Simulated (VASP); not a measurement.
## Si16O31 (a cell with a defect): single point with LDA

Si16O31 (a cell with a defect):

```
Si O
1.0
     0.16381    6.09545    6.08788
     0.16381   -6.09545    6.08788
     6.94500    0.00000    0.00000
Si O
16 31
Cartesian
  4.5885 -4.3834 6.4838
  0.7753 1.6698 2.6268
  6.0607 -1.6936 5.7005
  2.8391 -1.7391 3.4540
  3.6712 1.0764 3.3305
  5.2801 1.1496 5.8643
  6.8921 -1.1140 2.7786
  5.4481 4.9724 6.3332
  1.1854 1.7059 6.5656
  4.7189 1.8085 8.8597
  2.5802 4.3933 5.6354
  6.5876 -1.6776 9.5380
  0.0592 1.0382 9.3626
  1.6742 -4.9533 5.7433
  3.7428 -1.1136 8.8692
  2.0212 -1.1200 6.3949
  1.8699 3.0550 6.0866
  0.1852 3.0333 3.1271
  0.7499 -4.4113 4.5573
  2.8800 -1.6800 7.6239
  6.8532 1.4138 5.6165
  2.0945 1.3475 3.4897
  3.8860 4.6553 6.5416
  1.5199 -1.3726 2.5932
  4.1350 1.7794 1.9713
  1.2245 -4.2981 7.1413
  6.4109 -1.7903 4.1379
  2.4973 -1.8062 5.0291
  6.6507 0.4826 2.8655
  5.5983 -5.6127 6.1923
  3.8965 -0.5214 3.2344
  5.0618 -0.4554 5.9630
  5.3194 -3.0404 6.0781
  3.3898 -3.1222 2.9673
  4.4576 1.6911 4.5854
  6.2600 4.4136 7.5981
  3.2489 -4.5811 5.6155
  0.4562 -1.4886 6.5687
  5.2573 -1.6256 8.6255
  0.7749 1.8274 8.1006
  4.8262 1.8745 7.1951
  3.1743 -1.8468 10.1868
  5.9972 4.2824 5.0077
  3.7339 0.4695 9.0681
  2.2126 0.4791 6.3171
  0.7352 -0.5180 9.2605
  1.5634 5.6261 5.8617
```

```json
{"Program": "VASP 6.6.1", "Task": "single point", "Functional": "LDA", "Potentials or basis": "VASP PAW LDA potentials, release 64 (Si, O)", "Cutoff": "520 eV", "k mesh": "1 × 1 × 2", "Occupations": "gaussian, width 0.02 eV", "Spin": "collinear spin", "Dipole correction": "no", "Charge": "-1", "Further INCAR settings": "LREAL = Auto; ALGO = Normal; EDIFF = 1e-06; NBANDS = 158; NELECT = 251.0"}
```

The largest force is 0.100 eV/Å and the net moment is 1.00 μB per cell. The site moments are Si +0.00, -0.00, +0.14, +0.10 (each value once); O +0.00, +0.01, -0.00, +0.05, +0.07 (each value once) μB and the valence electrons inside the program's atomic spheres are Si 1.70, 1.72, 1.71, 1.61, 1.62, 1.69 (each value once); O 5.27, 5.29, 5.20, 5.23, 5.24, 5.25, 5.22, 5.28, 5.17 (each value once).

Forces in eV/Å, atoms in the order of the input:
```
Si   0.033  0.066 -0.020
Si  -0.013  0.068  0.022
Si  -0.025 -0.076  0.028
Si  -0.002 -0.044 -0.029
Si   0.036  0.052  0.017
Si  -0.051  0.037 -0.026
Si  -0.021 -0.059 -0.010
Si   0.031 -0.052  0.023
Si   0.052  0.081 -0.027
Si   0.026  0.031  0.034
Si  -0.039 -0.064  0.022
Si   0.029 -0.083 -0.003
Si  -0.077  0.062  0.008
Si  -0.007  0.050 -0.018
Si  -0.038 -0.057 -0.030
Si   0.016 -0.063  0.021
O   -0.005 -0.017  0.001
O   -0.005  0.029  0.009
O   -0.018  0.017 -0.012
O    0.004 -0.005  0.005
O    0.014 -0.011 -0.026
O   -0.009 -0.013  0.016
O   -0.003  0.006  0.015
O    0.011  0.013 -0.015
O   -0.018  0.001  0.003
O   -0.007 -0.005 -0.010
O   -0.006  0.000  0.005
O    0.006  0.000 -0.007
O   -0.037  0.000  0.006
O    0.025  0.001 -0.013
O    0.037 -0.008 -0.002
O   -0.034 -0.003  0.009
O   -0.001  0.007 -0.020
O    0.024 -0.022  0.009
O    0.006  0.012  0.002
O   -0.007 -0.005 -0.001
O    0.008 -0.006 -0.001
O    0.001  0.008  0.010
O   -0.008 -0.010 -0.031
O   -0.009  0.012  0.018
O    0.007  0.014  0.032
O    0.008 -0.009 -0.003
O   -0.006 -0.001 -0.021
O   -0.006  0.027  0.020
O    0.030  0.017  0.000
O    0.086  0.000 -0.014
O   -0.034  0.008  0.005
```

Levels at points of the mesh, in eV from the Fermi level:
Spin up:
| k point | band 124 | band 125 | band 126 | band 127 | band 128 | band 129 |
| --- | --- | --- | --- | --- | --- | --- |
| (0.00, 0.00, 0.00) | -5.32 | -4.62 | -0.14 | 0.85 | 1.45 | 2.42 |
| (0.00, 0.00, 0.50) | -5.28 | -4.39 | -0.18 | 1.40 | 1.72 | 2.12 |
Spin down:
```
           k point  band 121  band 122  band 123  band 124  band 125  band 126  band 127  band 128  band 129  band 130
(0.00, 0.00, 0.00)     -5.52     -5.47     -5.38     -5.29     -4.36      0.53      0.89      1.71      2.56      3.08
(0.00, 0.00, 0.50)     -5.60     -5.49     -5.38     -5.26     -4.14      0.48      1.63      1.81      2.17      2.98
```

Run time: 12 min on 1 thread of Intel(R) Xeon(R) Platinum 8259CL CPU @ 2.50GHz (Skylake/Cascade Lake), on a shared host, peak memory 0.53 GiB.

Caveat: the k points lie up to 0.73 Å⁻¹ apart; the cell carries a net charge on a neutralising background, which shifts energy and pressure; the cell is charged against a uniform background, so pressure and absolute levels hang on convention.
